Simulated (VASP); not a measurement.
# Ir in VASP: notebook

Runs on Ir. Level: PBE. Tasks: single point.

All numbers are computed with VASP 6.6.1; they aren't measurements. Logs are shortened: lines on timing, memory, paths and dates and some standing lists are left out, and cuts for length are marked.

## (1) The cell of the first run

The structure is hexagonal, space group P6_3/mmc (No. 194). Conventional cell: a = 2.987 Å, b = 2.987 Å, c = 4.845 Å, α = 90.00°, β = 90.00°, γ = 120.00°. Within 3.9 Å of Ir (site symmetry -6m2) lie 12 Ir at 2.97 to 2.99 Å.

## (2) Single point, PBE

Input file INCAR:

```
SYSTEM = Ir
  PREC = Accurate
  ENCUT = 500
  EDIFF = 1E-6
  ISMEAR = 1
  SIGMA = 0.01
  LREAL = .FALSE.
  LASPH = .TRUE.
  NELM = 120
  ALGO = Normal
  ISIF = 2
  LWAVE = .FALSE.
  LCHARG = .FALSE.
  GGA = PE
  NBANDS = 16
  GGA_COMPAT = .FALSE.
```

Input file KPOINTS:

```
Automatic mesh
0
G
  6 6 4
  0 0 0
```

Input file POSCAR:

```
Ir
1.0
    2.9873554508      0.0000000000      0.0000000000
   -1.4936777254      2.5871257105      0.0000000000
    0.0000000000      0.0000000000      4.8450074345
Ir
2
Direct
    0.6666666667      0.3333333333      0.7500000000
    0.3333333333      0.6666666667      0.2500000000
```

Potentials or basis: VASP PAW PBE potentials, release 64 (Ir).

Launch:

```sh
$ cat potpaw_PBE.64/Ir/POTCAR > POTCAR
$ mpirun -np 1 vasp_std > vasp.out
```

OUTCAR:

```text
SYSTEM = Ir
   PREC = Accurate
   ENCUT = 500
   EDIFF = 1E-6
   ISMEAR = 1
   LREAL = .FALSE.
   LASPH = .TRUE.
   NELM = 120
   ISIF = 2
   GGA = PE

 ion  position               nearest neighbor table
   1  0.667  0.333  0.750-   2 2.97   2 2.97   2 2.97   2 2.97   2 2.97   2 2.97
   2  0.333  0.667  0.250-   1 2.97   1 2.97   1 2.97   1 2.97   1 2.97   1 2.97

  LATTYP: Found a hexagonal cell.
 ALAT       =     2.9873554508
 C/A-ratio  =     1.6218382828

  Lattice vectors:

 A1 = (   2.9873554508,   0.0000000000,   0.0000000000)
 A2 = (  -1.4936777254,   2.5871257105,   0.0000000000)
 A3 = (   0.0000000000,   0.0000000000,   4.8450074345)

Analysis of symmetry for initial positions (statically):
=====================================================================
 Subroutine PRICEL returns:
 Original cell was already a primitive cell.

 Routine SETGRP: Setting up the symmetry group for a
 hexagonal supercell.

 Subroutine GETGRP returns: Found 24 space group operations
 (whereof 12 operations were pure point group operations)
 out of a pool of 24 trial point group operations.

The static configuration has the point symmetry D_3d.
 The point group associated with its full space group is D_6h.

Analysis of symmetry for dynamics (positions and initial velocities):
=====================================================================
 Subroutine PRICEL returns:
 Original cell was already a primitive cell.

 Routine SETGRP: Setting up the symmetry group for a
 hexagonal supercell.

 Subroutine GETGRP returns: Found 24 space group operations
 (whereof 12 operations were pure point group operations)
 out of a pool of 24 trial point group operations.

The dynamic configuration has the point symmetry D_3d.
 The point group associated with its full space group is D_6h.

 Subroutine INISYM returns: Found 24 space group operations
 (whereof 12 operations are pure point group operations),
 and found     1 'primitive' translations

----------------------------------------------------------------------------------------

                                     Primitive cell

  volume of cell :      37.4454

  direct lattice vectors                    reciprocal lattice vectors
     2.987355451  0.000000000  0.000000000     0.334744230  0.193264671  0.000000000
    -1.493677725  2.587125711  0.000000000     0.000000000  0.386529343  0.000000000
     0.000000000  0.000000000  4.845007435     0.000000000  0.000000000  0.206398032

  length of vectors
     2.987355451  2.987355451  4.845007435     0.386529343  0.386529343  0.206398032

  position of ions in fractional coordinates (direct lattice)
     0.666666667  0.333333333  0.750000000
     0.333333333  0.666666667  0.250000000

  ion indices of the primitive-cell ions
   primitive index   ion index
                 1           1
                 2           2

----------------------------------------------------------------------------------------

 KPOINTS: Automatic mesh

Automatic generation of k-mesh.
 Grid dimensions read from file:
 generate k-points for:    6    6    4

 Generating k-lattice:

  Cartesian coordinates                     Fractional coordinates (reciprocal lattice)
     0.055790705  0.032210779  0.000000000     0.166666667 -0.000000000  0.000000000
     0.000000000  0.064421557  0.000000000     0.000000000  0.166666667  0.000000000
     0.000000000  0.000000000  0.051599508     0.000000000  0.000000000  0.250000000

  Length of vectors
     0.064421557  0.064421557  0.051599508

  Shift w.r.t. Gamma in fractional coordinates (k-lattice)
     0.000000000  0.000000000  0.000000000

 Subroutine IBZKPT returns following result:
 ===========================================

 Found     21 irreducible k-points:

 Following reciprocal coordinates:
            Coordinates               Weight
  0.000000  0.000000  0.000000      1.000000
  0.166667  0.000000  0.000000      6.000000
  0.333333  0.000000  0.000000      6.000000
  0.500000  0.000000  0.000000      3.000000
  0.166667  0.166667  0.000000      6.000000
  0.333333  0.166667  0.000000     12.000000
[... 13 lines left out ...]
  0.333333  0.166667  0.500000     12.000000
  0.333333  0.333333  0.500000      2.000000
   k-points           NKPTS =     21   k-points in BZ     NKDIM =     21   number of bands    NBANDS=     16
   number of dos      NEDOS =    301   number of ions     NIONS =      2
   total plane-waves  NPLWV =  20736
   dimension x,y,z NGX =    24 NGY =   24 NGZ =   36
   dimension x,y,z NGXF=    48 NGYF=   48 NGZF=   72
   ions per type =               2
   NGX,Y,Z   is equivalent  to a cutoff of  13.36, 13.36, 12.35 a.u.
   NGXF,Y,Z  is equivalent  to a cutoff of  26.71, 26.71, 24.71 a.u.
 SYSTEM =  Ir
   PREC   = accura    normal or accurate (medium, high low for compatibility)
   ISTART =      0    job   : 0-new  1-cont  2-samecut
   ICHARG =      2    charge: 1-file 2-atom 10-const
   ISPIN  =      1    spin polarized calculation?
   LNONCOLLINEAR =      F non collinear calculations
   LSORBIT =      F    spin-orbit coupling
   LASPH  =      T    aspherical Exc in radial PAW
   ENCUT  =  500.0 eV  36.75 Ry    6.06 a.u.   5.45  5.45  8.83*2*pi/ulx,y,z
   NELM   =    120;   NELMIN=  2; NELMDL= -5     # of ELM steps
   EDIFF  = 0.1E-05   stopping-criterion for ELM
   LREAL  =      F    real-space projection
   EDIFFG = 0.1E-04   stopping-criterion for IOM
   NSW    =      0    number of steps for IOM
   IBRION =     -1    ionic relax: 0-MD 1-quasi-New 2-CG
   NFREE  =      0    steps in history (QN), initial steepest desc. (CG)
   ISIF   =      2    stress and relaxation
   ISYM   =      2    0-nonsym 1-usesym 2-fastsym
   POTIM  = 0.5000    time-step for ionic-motion
   TEBEG  =    0.0;   TEEND  =   0.0 temperature during run
   PSTRESS=    0.0 pullay stress
   NELECT =      18.0000    total number of electrons
   NUPDOWN=      -1.0000    fix difference up-down
   EMIN   =  10.00;   EMAX   =-10.00  energy-range for DOS
   EFERMI =   0.00;   METHOD = LEGACY
   ISMEAR =     1;   SIGMA  =   0.01  broadening in eV -4-tet -1-fermi 0-gaus
   EFERMI_NEDOS =   21; number of points for ismear=-14 and -15
   IALGO  =     38    algorithm
   IMIX   =      4    mixing-type and parameters
     AMIX     =   0.40;   BMIX     =  1.00
     AMIX_MAG =   1.60;   BMIX_MAG =  1.00
  volume/ion in A,a.u.               =      18.72       126.35
  Fermi-wavevector in a.u.,A,eV,Ry     =   1.282427  2.423436 22.376406  1.644619
  Thomas-Fermi vector in A             =   2.414739
   LORBIT       =      0    0 simple, 1 ext, 2 COOP (PROOUT), +10 PAW based schemes
   GGA     = PE    functional components
   LHFCALC =     F    Hartree Fock is set to
   AEXX    =    0.0000 exact exchange contribution
   IVDW    =     0    specifies the selected vdW correction
   LEPSILON=     F    determine dielectric tensor
   LRPA    =     F    only Hartree local field effects (RPA)
 non-spin polarized calculation
 Methfessel and Paxton  Order N= 1 SIGMA  =   0.01
  energy-cutoff  :      500.00
  volume of cell :       37.45
 maximum number of plane-waves:       977
 NGX is ok and might be reduce to    24
   NGX = 11   NGY = 11   NGZ = 17

 number of electron      17.9999999 magnetization

 Free energy of the ion-electron system (eV)
  ---------------------------------------------------
  ext. energy  EPLUGINS =         0.00000000
  ---------------------------------------------------
  free energy    TOTEN  =       -16.02378625 eV

  energy without entropy =      -16.02368578  energy(sigma->0) =      -16.02375276

 E-fermi :   6.0789     XC(G=0): -12.3670

 val. band max:        6.0511543543   @ k =   0.3333   0.1667   0.2500
 cond. band min:       6.0809647119   @ k =   0.5000   0.0000   0.2500
 fundamental gap:      0.0298103576
 Fermi energy:         6.0789351669

 k-point     1 :       0.0000    0.0000    0.0000
  band No.  band energies     occupation
      1      -2.1978      2.00000
      2       0.6633      2.00000
      3       3.6818      2.00000
      4       3.8116      2.00000
      5       3.8116      2.00000
      6       4.2174      2.00000
[... 8 lines left out ...]
     15      22.4457      0.00000
     16      23.0599      0.00000

 k-point     2 :       0.1667    0.0000    0.0000
  band No.  band energies     occupation
      1      -1.4073      2.00000
      2       1.2882      2.00000
      3       3.1719      2.00000
      4       3.7211      2.00000
      5       3.8707      2.00000
      6       4.3353      2.00000
[... 8 lines left out ...]
     15      21.6380      0.00000
     16      22.3514      0.00000

 k-point     3 :       0.3333    0.0000    0.0000
  band No.  band energies     occupation
      1       0.3581      2.00000
      2       1.6034      2.00000
      3       2.2705      2.00000
      4       3.3154      2.00000
      5       3.7994      2.00000
      6       3.8858      2.00000
[... 8 lines left out ...]
     15      18.2076      0.00000
     16      19.6085      0.00000

 k-point     4 :       0.5000    0.0000    0.0000
  band No.  band energies     occupation
      1       1.1186      2.00000
      2       1.3082      2.00000
      3       1.7560      2.00000
      4       3.5738      2.00000
      5       3.9392      2.00000
      6       4.0276      2.00000
[... 8 lines left out ...]
     15      14.7496      0.00000
     16      16.5478      0.00000
[... 267 lines left out ...]
 k-point    19 :       0.1667    0.1667    0.5000
  band No.  band energies     occupation
      1       1.1985      2.00000
      2       1.1985      2.00000
      3       2.7883      2.00000
      4       2.7883      2.00000
      5       3.3658      2.00000
      6       3.3658      2.00000
[... 8 lines left out ...]
     15      19.2241      0.00000
     16      19.2241      0.00000

 k-point    20 :       0.3333    0.1667    0.5000
  band No.  band energies     occupation
      1       1.4591      2.00000
      2       1.4591      2.00000
      3       2.7135      2.00000
      4       2.7135      2.00000
      5       3.9631      2.00000
      6       3.9631      2.00000
[... 8 lines left out ...]
     15      17.3212      0.00000
     16      17.3212      0.00000

 k-point    21 :       0.3333    0.3333    0.5000
  band No.  band energies     occupation
      1       2.0645      2.00000
      2       2.0645      2.00000
      3       2.7517      2.00000
      4       2.7517      2.00000
      5       3.5674      2.00000
      6       3.5674      2.00000
[... 8 lines left out ...]
     15      14.0036      0.00000
     16      14.0036      0.00000

------------------------ aborting loop because EDIFF is reached ----------------------------------------

  FORCE on cell =-STRESS in cart. coord.  units (eV):
  Direction    XX          YY          ZZ          XY          YZ          ZX
  --------------------------------------------------------------------------------------
  -------------------------------------------------------------------------------------
  Total      -10.0884953    -10.0884953    -11.0714174     -0.0000000     -0.0000000      0.0000000
  in kB     -431.6563128   -431.6563127   -473.7125911     -0.0000000     -0.0000000      0.0000000
  external PRESSURE =    -445.6750722 kB  Pullay stress =       0.0000000 kB

 VOLUME and BASIS-vectors are now :
 -----------------------------------------------------------------------------
  energy-cutoff  :      500.00
  volume of cell :       37.45
      direct lattice vectors                 reciprocal lattice vectors
     2.987355451  0.000000000  0.000000000     0.334744230  0.193264671  0.000000000
    -1.493677725  2.587125711  0.000000000     0.000000000  0.386529343  0.000000000
     0.000000000  0.000000000  4.845007435     0.000000000  0.000000000  0.206398032

 POSITION                                       TOTAL-FORCE (eV/Angst)
 -----------------------------------------------------------------------------------
      1.49368      0.86238      3.63376         0.000000      0.000000      0.000000
     -0.00000      1.72475      1.21125        -0.000000     -0.000000      0.000000
 -----------------------------------------------------------------------------------
    total drift:                               -0.000000      0.000000     -0.000000

  FREE ENERGIE OF THE ION-ELECTRON SYSTEM (eV)
  ---------------------------------------------------
  free  energy   TOTEN  =       -16.0237862509 eV

  energy  without entropy=      -16.0236857768  energy(sigma->0) =      -16.02375276
```

Wall time 10 s (1 thread of Intel Xeon 6975P-C (Granite Rapids), shared host); peak memory 0.15 GiB.

What came out:

| Quantity | Value |
| --- | --- |
| Free energy | -16.0238 eV |
| Pressure | -44.6 GPa |
| Band gap on the k mesh | zero (band 9 reaches 6.82 eV, above the bottom of band 10 at 4.76 eV) |

Caveat: the k points lie up to 0.40 Å⁻¹ apart; spin-orbit coupling is left out, which moves the levels of the heavy elements.

## (3) Single point, PBE

This run uses another cell than the first one, of 14.63 Å³/atom, 0.781 times its volume.

Input file INCAR:

```
SYSTEM = Ir
  PREC = Accurate
  ENCUT = 500
  EDIFF = 1E-6
  ISMEAR = 0
  SIGMA = 0.1
  LREAL = .False.
  LASPH = .True.
  NELM = 120
  ALGO = Normal
  ISIF = 2
  LWAVE = .False.
  LCHARG = .False.
  GGA = PE
  NBANDS = 16
  GGA_COMPAT = .False.
```

Input file KPOINTS:

```
Automatic mesh
0
Gamma
  6 6 4
  0 0 0
```

Input file POSCAR:

```
Ir
1.0
    2.7513778946      0.0000000000      0.0000000000
   -1.3756889473      2.3827631521      0.0000000000
    0.0000000000      0.0000000000      4.4622900000
Ir
2
Direct
    0.6784067700      0.3323291617      0.7371597239
    0.3141498914      0.6672369183      0.2365301041
```

Potentials or basis: VASP PAW PBE potentials, release 64 (Ir).

Launch:

```sh
$ cat potpaw_PBE.64/Ir/POTCAR > POTCAR
$ mpirun -np 1 vasp_std > vasp.out
```

Wall time 23 s (1 thread of Intel Xeon 6975P-C (Granite Rapids), shared host); peak memory 0.16 GiB.

It converged, with:

- Free energy: -17.5146 eV
- Pressure: -0.8 GPa
- Largest force: 0.447 eV/Å
- Band gap on the k mesh: zero (band 9 reaches 10.89 eV, above the bottom of band 10 at 7.69 eV)

Forces in eV/Å, atoms in the order of the input:
```
Ir  -0.445 -0.024 -0.034
Ir   0.445  0.024  0.034
```

Stress tensor (GPa, compression positive):
```
 1.36  0.58  0.07
 0.58  1.33 -0.01
 0.07 -0.01 -5.07
```

Levels at points of the mesh, in eV from the Fermi level:
```tsv
k point	band 7	band 8	band 9	band 10	band 11	band 12
(0.00, 0.00, 0.00)	-2.75	-2.38	-1.86	-0.59	0.10	0.67
(0.50, 0.00, 0.00)	-2.74	0.80	0.98	1.31	3.19	4.26
(0.00, 0.50, 0.00)	-2.75	0.86	0.98	1.25	3.01	4.42
(0.50, 0.50, 0.00)	-2.69	0.92	1.10	1.18	2.80	4.60
(0.00, 0.00, 0.50)	-3.54	-3.54	-0.42	-0.41	-0.24	-0.23
(0.50, 0.00, 0.50)	-0.50	-0.49	1.08	1.08	1.91	1.93
(0.00, 0.50, 0.50)	-0.72	-0.72	1.09	1.09	2.12	2.13
(0.50, 0.50, 0.50)	-1.03	-1.02	1.10	1.10	2.35	2.37
```

Caveat: the k points lie up to 0.44 Å⁻¹ apart; spin-orbit coupling is left out, which moves the levels of the heavy elements.
